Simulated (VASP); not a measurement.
# LiCl (P6_3mc) in VASP: further runs

LiCl is run at these levels: PBE, r2SCAN; tasks: single point.

All numbers are computed with VASP 6.6.1; they aren't measurements. Logs are shortened: lines on timing, memory, paths and dates and some standing lists are left out, and cuts for length are marked.

## (1) The cell of the first run

It takes space group P6_3mc (No. 186, hexagonal). The conventional cell has a = 3.925 Å, b = 3.925 Å, c = 6.289 Å, α = 90.00°, β = 90.00°, γ = 120.00°. Li (site symmetry 3m) has 4 Cl at 2.39 Å within 3.2 Å. Cl (site symmetry 3m) has 4 Li at 2.39 Å within 3.2 Å.

## (2) Single point, PBE

INCAR reads:

```
SYSTEM = LiCl
PREC     = Accurate       ! precision mode
ENCUT    = 520            ! plane-wave cutoff, eV
EDIFF    = 1E-7           ! SCF threshold, eV
ISMEAR   = -1             ! smearing method
SIGMA    = 0.02           ! smearing width, eV
LREAL    = .FALSE.        ! projectors in reciprocal space
LASPH    = .TRUE.         ! aspherical terms in the spheres
NELM     = 60             ! most SCF steps
ALGO     = Normal         ! electronic algorithm
ISIF     = 2              ! what is computed and relaxed
LWAVE    = .FALSE.        ! write WAVECAR
LCHARG   = .FALSE.        ! write CHGCAR
GGA      = PE             ! functional
NBANDS   = 18             ! bands
```

KPOINTS reads:

```
regular mesh
0
G
  12 12 4
  0 0 0
```

POSCAR reads:

```
LiCl
1.0
    3.9253848209      0.0000000000      0.0000000000
   -1.9626924105      3.3994829745      0.0000000000
    0.0000000000      0.0000000000      6.2893894695
Li Cl
2 2
Direct
    0.6666666667      0.3333333333      0.8777889948
    0.3333333333      0.6666666667      0.3777889948
    0.6666666667      0.3333333333      0.4972120052
    0.3333333333      0.6666666667      0.9972120052
```

Potentials or basis: VASP PAW PBE potentials, release 64 (Li_sv, Cl).

Run with:

```bash
> cat potpaw_PBE.64/Li_sv/POTCAR potpaw_PBE.64/Cl/POTCAR > POTCAR
> mpirun -np 1 vasp_std > vasp.out
```

OUTCAR:

```text
SYSTEM = LiCl
   PREC = Accurate
   ENCUT = 520
   EDIFF = 1E-7
   ISMEAR = -1
   LREAL = .FALSE.
   LASPH = .TRUE.
   NELM = 60
   ISIF = 2
   GGA = PE

 ion  position               nearest neighbor table
   1  0.667  0.333  0.878-   4 2.39   4 2.39   4 2.39   3 2.39
   2  0.333  0.667  0.378-   3 2.39   3 2.39   3 2.39   4 2.39
   3  0.667  0.333  0.497-   2 2.39   2 2.39   2 2.39   1 2.39
   4  0.333  0.667  0.997-   1 2.39   1 2.39   1 2.39   2 2.39

  LATTYP: Found a hexagonal cell.
 ALAT       =     3.9253848209
 C/A-ratio  =     1.6022351327

  Lattice vectors:

 A1 = (   3.9253848209,   0.0000000000,   0.0000000000)
 A2 = (  -1.9626924105,   3.3994829745,   0.0000000000)
 A3 = (   0.0000000000,   0.0000000000,   6.2893894695)

Analysis of symmetry for initial positions (statically):
=====================================================================
 Subroutine PRICEL returns:
 Original cell was already a primitive cell.

 Routine SETGRP: Setting up the symmetry group for a
 hexagonal supercell.

 Subroutine GETGRP returns: Found 12 space group operations
 (whereof  6 operations were pure point group operations)
 out of a pool of 24 trial point group operations.

The static configuration has the point symmetry C_3v.
 The point group associated with its full space group is C_6v.

Analysis of symmetry for dynamics (positions and initial velocities):
=====================================================================
 Subroutine PRICEL returns:
 Original cell was already a primitive cell.

 Routine SETGRP: Setting up the symmetry group for a
 hexagonal supercell.

 Subroutine GETGRP returns: Found 12 space group operations
 (whereof  6 operations were pure point group operations)
 out of a pool of 24 trial point group operations.

The dynamic configuration has the point symmetry C_3v.
 The point group associated with its full space group is C_6v.

 Subroutine INISYM returns: Found 12 space group operations
 (whereof  6 operations are pure point group operations),
 and found     1 'primitive' translations

----------------------------------------------------------------------------------------

                                     Primitive cell

  volume of cell :      83.9274

  direct lattice vectors                    reciprocal lattice vectors
     3.925384821  0.000000000  0.000000000     0.254752093  0.147081190  0.000000000
    -1.962692411  3.399482975  0.000000000     0.000000000  0.294162379  0.000000000
     0.000000000  0.000000000  6.289389469     0.000000000  0.000000000  0.158997945

  length of vectors
     3.925384821  3.925384821  6.289389469     0.294162379  0.294162379  0.158997945

  position of ions in fractional coordinates (direct lattice)
     0.666666667  0.333333333  0.877788995
     0.333333333  0.666666667  0.377788995
     0.666666667  0.333333333  0.497212005
     0.333333333  0.666666667  0.997212005

  ion indices of the primitive-cell ions
   primitive index   ion index
                 1           1
                 2           2
                 3           3
                 4           4

----------------------------------------------------------------------------------------

 KPOINTS: regular mesh

Automatic generation of k-mesh.
 Grid dimensions read from file:
 generate k-points for:   12   12    4

 Generating k-lattice:

  Cartesian coordinates                     Fractional coordinates (reciprocal lattice)
     0.021229341  0.012256766  0.000000000     0.083333333  0.000000000  0.000000000
     0.000000000  0.024513532  0.000000000     0.000000000  0.083333333  0.000000000
     0.000000000  0.000000000  0.039749486     0.000000000  0.000000000  0.250000000

  Length of vectors
     0.024513532  0.024513532  0.039749486

  Shift w.r.t. Gamma in fractional coordinates (k-lattice)
     0.000000000  0.000000000  0.000000000

 Subroutine IBZKPT returns following result:
 ===========================================

 Found     57 irreducible k-points:

 Following reciprocal coordinates:
            Coordinates               Weight
  0.000000  0.000000  0.000000      1.000000
  0.083333 -0.000000  0.000000      6.000000
  0.166667  0.000000  0.000000      6.000000
  0.250000 -0.000000  0.000000      6.000000
  0.333333  0.000000  0.000000      6.000000
  0.416667 -0.000000  0.000000      6.000000
[... 16 lines left out ...]
  0.250000 -0.000000  0.250000     12.000000
  0.333333  0.000000  0.250000     12.000000
 [... further k-points ...]
   k-points           NKPTS =     57   k-points in BZ     NKDIM =     57   number of bands    NBANDS=     18
   number of dos      NEDOS =    301   number of ions     NIONS =      4
   total plane-waves  NPLWV =  43200
   dimension x,y,z NGX =    30 NGY =   30 NGZ =   48
   dimension x,y,z NGXF=    60 NGYF=   60 NGZF=   96
   ions per type =               2   2
   NGX,Y,Z   is equivalent  to a cutoff of  12.71, 12.71, 12.69 a.u.
   NGXF,Y,Z  is equivalent  to a cutoff of  25.41, 25.41, 25.38 a.u.
 SYSTEM =  LiCl
   PREC   = accura    normal or accurate (medium, high low for compatibility)
   ISTART =      0    job   : 0-new  1-cont  2-samecut
   ICHARG =      2    charge: 1-file 2-atom 10-const
   ISPIN  =      1    spin polarized calculation?
   LNONCOLLINEAR =      F non collinear calculations
   LSORBIT =      F    spin-orbit coupling
   LASPH  =      T    aspherical Exc in radial PAW
   ENCUT  =  520.0 eV  38.22 Ry    6.18 a.u.   7.30  7.30 11.69*2*pi/ulx,y,z
   NELM   =     60;   NELMIN=  2; NELMDL= -5     # of ELM steps
   EDIFF  = 0.1E-06   stopping-criterion for ELM
   LREAL  =      F    real-space projection
   EDIFFG = 0.1E-05   stopping-criterion for IOM
   NSW    =      0    number of steps for IOM
   IBRION =     -1    ionic relax: 0-MD 1-quasi-New 2-CG
   NFREE  =      0    steps in history (QN), initial steepest desc. (CG)
   ISIF   =      2    stress and relaxation
   ISYM   =      2    0-nonsym 1-usesym 2-fastsym
   POTIM  = 0.5000    time-step for ionic-motion
   TEBEG  =    0.0;   TEEND  =   0.0 temperature during run
   PSTRESS=    0.0 pullay stress
   NELECT =      20.0000    total number of electrons
   NUPDOWN=      -1.0000    fix difference up-down
   EMIN   =  10.00;   EMAX   =-10.00  energy-range for DOS
   EFERMI =   0.00;   METHOD = LEGACY
   ISMEAR =    -1;   SIGMA  =   0.02  broadening in eV -4-tet -1-fermi 0-gaus
   EFERMI_NEDOS =   21; number of points for ismear=-14 and -15
   IALGO  =     38    algorithm
   IMIX   =      4    mixing-type and parameters
     AMIX     =   0.40;   BMIX     =  1.00
     AMIX_MAG =   1.60;   BMIX_MAG =  1.00
  volume/ion in A,a.u.               =      20.98       141.59
  Fermi-wavevector in a.u.,A,eV,Ry     =   1.014963  1.918002 14.016046  1.030150
  Thomas-Fermi vector in A             =   2.148221
   LORBIT       =      0    0 simple, 1 ext, 2 COOP (PROOUT), +10 PAW based schemes
   GGA     = PE    functional components
   LHFCALC =     F    Hartree Fock is set to
   AEXX    =    0.0000 exact exchange contribution
   IVDW    =     0    specifies the selected vdW correction
   LEPSILON=     F    determine dielectric tensor
   LRPA    =     F    only Hartree local field effects (RPA)
 non-spin polarized calculation
  energy-cutoff  :      520.00
  volume of cell :       83.93
 maximum number of plane-waves:      2297
 NGX is ok and might be reduce to    30
   NGX = 15   NGY = 15   NGZ = 23

 number of electron      20.0000004 magnetization

 Free energy of the ion-electron system (eV)
  ---------------------------------------------------
  ext. energy  EPLUGINS =         0.00000000
  ---------------------------------------------------
  free energy    TOTEN  =       -14.87251442 eV

  energy without entropy =      -14.87251442  energy(sigma->0) =      -14.87251442

 E-fermi :  -0.6942     XC(G=0):  -7.6151

 val. band max:       -1.2511290859   @ k =   0.0000   0.0000   0.0000
 cond. band min:       4.6921855187   @ k =   0.0000   0.0000   0.0000
 fundamental gap:      5.9433146046
 Fermi energy:        -0.6941561749

 k-point     1 :       0.0000    0.0000    0.0000
  band No.  band energies     occupation
      1     -44.2021      2.00000
      2     -44.2007      2.00000
      3     -13.9811      2.00000
      4     -13.6810      2.00000
      5      -3.2717      2.00000
      6      -1.6395      2.00000
[... 10 lines left out ...]
     17       9.6270      0.00000
     18       9.6460      0.00000

 k-point     2 :       0.0833   -0.0000    0.0000
  band No.  band energies     occupation
      1     -44.2020      2.00000
      2     -44.2006      2.00000
      3     -13.9661      2.00000
      4     -13.6744      2.00000
      5      -3.2357      2.00000
      6      -1.7416      2.00000
[... 10 lines left out ...]
     17       9.7653      0.00000
     18       9.8415      0.00000

 k-point     3 :       0.1667    0.0000    0.0000
  band No.  band energies     occupation
      1     -44.2018      2.00000
      2     -44.2005      2.00000
      3     -13.9238      2.00000
      4     -13.6572      2.00000
      5      -3.1323      2.00000
      6      -2.0160      2.00000
[... 10 lines left out ...]
     17       9.8362      0.00000
     18      10.1452      0.00000

 k-point     4 :       0.2500   -0.0000    0.0000
  band No.  band energies     occupation
      1     -44.2015      2.00000
      2     -44.2004      2.00000
      3     -13.8623      2.00000
      4     -13.6360      2.00000
      5      -2.9802      2.00000
      6      -2.3680      2.00000
[... 375 lines left out ...]
      4     -13.6986      2.00000
      5      -2.9324      2.00000
      6      -1.9866      2.00000
[... 10 lines left out ...]
     17       9.8494      0.00000
     18       9.9909      0.00000

 k-point    23 :       0.2500   -0.0000    0.2500
  band No.  band energies     occupation
      1     -44.2013      2.00000
      2     -44.2006      2.00000
      3     -13.8308      2.00000
      4     -13.6709      2.00000
      5      -2.8715      2.00000
      6      -2.3227      2.00000
[... 10 lines left out ...]
     17      10.2275      0.00000
     18      10.3943      0.00000

 k-point    24 :       0.3333    0.0000    0.2500
  band No.  band energies     occupation
      1     -44.2010      2.00000
      2     -44.2004      2.00000
      3     -13.7696      2.00000
      4     -13.6463      2.00000
      5      -2.9275      2.00000
      6      -2.5860      2.00000
[... 10 lines left out ...]
     17      10.5003      0.00000
     18      11.0164      0.00000

 [... further k-points ...]

------------------------ aborting loop because EDIFF is reached ----------------------------------------

  FORCE on cell =-STRESS in cart. coord.  units (eV):
  Direction    XX          YY          ZZ          XY          YZ          ZX
  --------------------------------------------------------------------------------------
  -------------------------------------------------------------------------------------
  Total       -0.0348253     -0.0348253     -0.0455758      0.0000000     -0.0000000      0.0000000
  in kB       -0.6648166     -0.6648166     -0.8700434      0.0000000     -0.0000000      0.0000000
  external PRESSURE =      -0.7332255 kB  Pullay stress =       0.0000000 kB

 VOLUME and BASIS-vectors are now :
 -----------------------------------------------------------------------------
  energy-cutoff  :      520.00
  volume of cell :       83.93
      direct lattice vectors                 reciprocal lattice vectors
     3.925384821  0.000000000  0.000000000     0.254752093  0.147081190  0.000000000
    -1.962692411  3.399482975  0.000000000     0.000000000  0.294162379  0.000000000
     0.000000000  0.000000000  6.289389469     0.000000000  0.000000000  0.158997945

 POSITION                                       TOTAL-FORCE (eV/Angst)
 -----------------------------------------------------------------------------------
      1.96269      1.13316      5.52076         0.000000     -0.000000      0.001413
     -0.00000      2.26632      2.37606         0.000000     -0.000000      0.001413
      1.96269      1.13316      3.12716         0.000000     -0.000000     -0.001413
     -0.00000      2.26632      6.27185        -0.000000      0.000000     -0.001413
 -----------------------------------------------------------------------------------
    total drift:                                0.000000      0.000001      0.000103

  FREE ENERGIE OF THE ION-ELECTRON SYSTEM (eV)
  ---------------------------------------------------
  free  energy   TOTEN  =       -14.8725144198 eV

  energy  without entropy=      -14.8725144198  energy(sigma->0) =      -14.87251442
```

Run time: 36 s. Hardware: 1 thread of Intel Xeon 6975P-C (Granite Rapids), shared host; peak memory 0.22 GiB.

Results:

```
Free energy            : -14.8725 eV
Band gap on the k mesh : 5.94 eV
```

Caveat: the cutoff is under 1.25 times the usual one of these potentials, so pressure, stress and relaxed cells hold a basis-set (Pulay) error.

## (3) Single point, r2SCAN

This run uses another cell than the first one, of 20.44 Å³/atom.

POSCAR reads:

```
LiCl
1.0
    3.8937404213      0.0000000000      0.0000000000
   -1.9468702107      3.3720781205      0.0000000000
    0.0000000000      0.0000000000      6.2258773919
Li Cl
2 2
Direct
    0.6666666667      0.3333333333      0.8780761529
    0.3333333333      0.6666666667      0.3780761529
    0.6666666667      0.3333333333      0.4969248471
    0.3333333333      0.6666666667      0.9969248471
```

INCAR.step1 reads:

```
SYSTEM = LiCl
PREC = Accurate
ENCUT = 520
ISMEAR = -1
SIGMA = 0.02
LREAL = .FALSE.
LASPH = .TRUE.
NELM = 100
NBANDS = 18
GGA = PE
ALGO = Normal
EDIFF = 1E-4
LWAVE = .TRUE.
LCHARG = .FALSE.
```

INCAR.step2 reads:

```
SYSTEM = LiCl
PREC = Accurate
ENCUT = 520
EDIFF = 1E-6
ISMEAR = -1
SIGMA = 0.02
LREAL = .FALSE.
LASPH = .TRUE.
NELM = 100
ALGO = Normal
ISIF = 2
LWAVE = .FALSE.
LCHARG = .TRUE.
METAGGA = R2SCAN
LMIXTAU = .TRUE.
LELF = .TRUE.
LVHAR = .TRUE.
NBANDS = 18
ISTART = 1
```

KPOINTS reads:

```
Automatic mesh
0
G
  12 12 4
  0 0 0
```

Potentials or basis: VASP PAW PBE potentials, release 64 (Li_sv, Cl).

Run with:

```bash
> cat potpaw_PBE.64/Li_sv/POTCAR potpaw_PBE.64/Cl/POTCAR > POTCAR
> cp INCAR.step1 INCAR
> mpirun -np 1 vasp_std > vasp.out
> cp INCAR.step2 INCAR
> mpirun -np 1 vasp_std > vasp.out
```

Run time: 2.6 min. Hardware: 1 thread of Intel Xeon 6975P-C (Granite Rapids), shared host; peak memory 0.24 GiB.

The run converged. Its results:

- Free energy: -25.1743 eV
- Largest force: 0.004 eV/Å
- Band gap on the k mesh: 6.74 eV

Forces on the atoms (eV/Å):
```
Li   0.000  0.000 -0.004
Li   0.000  0.000 -0.004
Cl   0.000  0.000  0.004
Cl   0.000  0.000  0.004
```

Levels at points of the mesh, in eV from the valence-band top:
| k point | band 6 | band 7 | band 8 | band 9 | band 10 | band 11 | band 12 | band 13 | band 14 | band 15 |
| --- | --- | --- | --- | --- | --- | --- | --- | --- | --- | --- |
| (0.00, 0.00, 0.00) | -0.42 | -0.42 | -0.09 | -0.09 | 0.00 | 6.74 | 9.07 | 10.80 | 10.80 | 11.36 |
| (0.50, 0.00, 0.00) | -1.43 | -1.19 | -0.96 | -0.61 | -0.36 | 8.46 | 8.61 | 9.96 | 11.09 | 11.40 |
| (0.00, 0.00, 0.50) | -1.17 | -0.26 | -0.26 | -0.26 | -0.26 | 8.07 | 8.07 | 11.00 | 11.00 | 11.00 |
| (0.50, 0.00, 0.50) | -1.90 | -0.68 | -0.68 | -0.61 | -0.61 | 8.03 | 8.03 | 10.70 | 10.70 | 12.63 |

Caveat: the cutoff is under 1.25 times the usual one of these potentials, so pressure, stress and relaxed cells hold a basis-set (Pulay) error; the PAW data sets were made with another functional, which shifts forces and pressure a little. A k mesh can miss the band edges.

## (4) Single point, r2SCAN

This run uses another cell than the first one, of 20.44 Å³/atom.

POSCAR is that of step 3.

INCAR.step1 reads:

```
PREC = Accurate
ENCUT = 520
ISMEAR = 0
SIGMA = 0.01
LREAL = False
LASPH = True
NELM = 60
NBANDS = 18
GGA = PE
ALGO = Normal
EDIFF = 1E-4
LWAVE = True
LCHARG = False
```

INCAR.step2 reads:

```
PREC = Accurate
ENCUT = 520
EDIFF = 1E-6
ISMEAR = 0
SIGMA = 0.01
LREAL = False
LASPH = True
NELM = 60
ALGO = Normal
ISIF = 2
LWAVE = False
LCHARG = True
METAGGA = R2SCAN
LMIXTAU = True
LELF = True
LVHAR = True
NBANDS = 18
ISTART = 1
```

KPOINTS reads:

```
regular mesh
0
Gamma
  12 12 4
```

Run with:

```bash
> cat potpaw_PBE.64/Li_sv/POTCAR potpaw_PBE.64/Cl/POTCAR > POTCAR
> cp INCAR.step1 INCAR
> mpirun -np 1 vasp_std > vasp.out
> cp INCAR.step2 INCAR
> mpirun -np 1 vasp_std > vasp.out
```

It took 2.6 min on 1 thread of Intel Xeon 6975P-C (Granite Rapids), shared host; peak memory 0.24 GiB.

The run converged. Its results:

```yaml
Free_energy: -25.1743 eV
Largest_force: 0.004 eV/Å
Band_gap_on_the_k_mesh: 6.74 eV
```

Forces on the atoms (eV/Å):
```
Li   0.000  0.000 -0.004
Li   0.000  0.000 -0.004
Cl   0.000  0.000  0.004
Cl   0.000  0.000  0.004
```

Levels at points of the mesh, in eV from the valence-band top:
```csv
k point,band 6,band 7,band 8,band 9,band 10,band 11,band 12,band 13,band 14,band 15
"(0.00, 0.00, 0.00)",-0.42,-0.42,-0.09,-0.09,0.00,6.74,9.07,10.80,10.80,11.36
"(0.50, 0.00, 0.00)",-1.43,-1.19,-0.96,-0.61,-0.36,8.46,8.61,9.96,11.09,11.40
"(0.00, 0.00, 0.50)",-1.17,-0.26,-0.26,-0.26,-0.26,8.07,8.07,11.00,11.00,11.00
"(0.50, 0.00, 0.50)",-1.90,-0.68,-0.68,-0.61,-0.61,8.03,8.03,10.70,10.70,12.63
```

Caveat: the cutoff is under 1.25 times the usual one of these potentials, so pressure, stress and relaxed cells hold a basis-set (Pulay) error; the PAW data sets were made with another functional, which shifts forces and pressure a little.

## (5) Overview

| level | cell | smearing | gap on the mesh (eV) |
| --- | --- | --- | --- |
| PBE | a = 3.925, b = 3.925, c = 6.289 Å, angles 90.0, 90.0, 120.0°, 4 atoms, atomic positions A | fermi-dirac 0.02 eV | 5.94 |
| r2SCAN | a = 3.894, b = 3.894, c = 6.226 Å, angles 90.0, 90.0, 120.0°, 4 atoms, atomic positions B | fermi-dirac 0.02 eV | 6.74 |
| r2SCAN | a = 3.894, b = 3.894, c = 6.226 Å, angles 90.0, 90.0, 120.0°, 4 atoms, atomic positions B | gaussian 0.01 eV | 6.74 |

Alike in all rows: task single point; potentials or basis VASP PAW PBE potentials, release 64 (Li_sv, Cl); no spin polarisation; k mesh 12 × 12 × 4; cutoff (eV) 520.

Caveats: the cutoff is under 1.25 times the usual one of these potentials, so pressure, stress and relaxed cells hold a basis-set (Pulay) error; the PAW data sets were made with another functional, which shifts forces and pressure a little (at least some runs).

Absolute energies hang on the potentials; compare differences alone.
